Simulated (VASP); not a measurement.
Here is a VASP 6.6.1 calculation.

The input INCAR:

```
SYSTEM = CaS4
PREC = Accurate
ENCUT = 520
EDIFF = 1E-6
ISMEAR = 0
SIGMA = 0.1
LREAL = .False.
LASPH = .True.
NELM = 80
ALGO = Normal
ISIF = 2
LWAVE = .False.
LCHARG = .False.
GGA = PE
NBANDS = 25
```

File KPOINTS:

```
Automatic mesh
0
Gamma
  8 8 8
  0 0 0
```

POSCAR

```
CaS4
1.0
    4.6450219016      0.0000000000      0.0000000000
    0.0000000000      4.6450219016      0.0000000000
    0.0000000000      0.0000000000      4.6450219016
Ca S
1 4
Direct
    0.5000000000      0.5000000000      0.5000000000
    0.5000000000      0.0000000000      0.0000000000
    0.0000000000      0.5000000000      0.0000000000
    0.0000000000      0.0000000000      0.5000000000
    0.0000000000      0.0000000000      0.0000000000
```

Potentials or basis: VASP PAW PBE potentials, release 64 (Ca_sv, S).

Launch:

```bash
$ cat potpaw_PBE.64/Ca_sv/POTCAR potpaw_PBE.64/S/POTCAR > POTCAR
$ mpirun -np 1 vasp_std > vasp.out
```

Q: What does it give for the pressure?

A: -0.1 GPa.

Q: Predict the band gap on the k mesh.

A: Zero (bands 17 and 18 overlap by 1.37 eV).
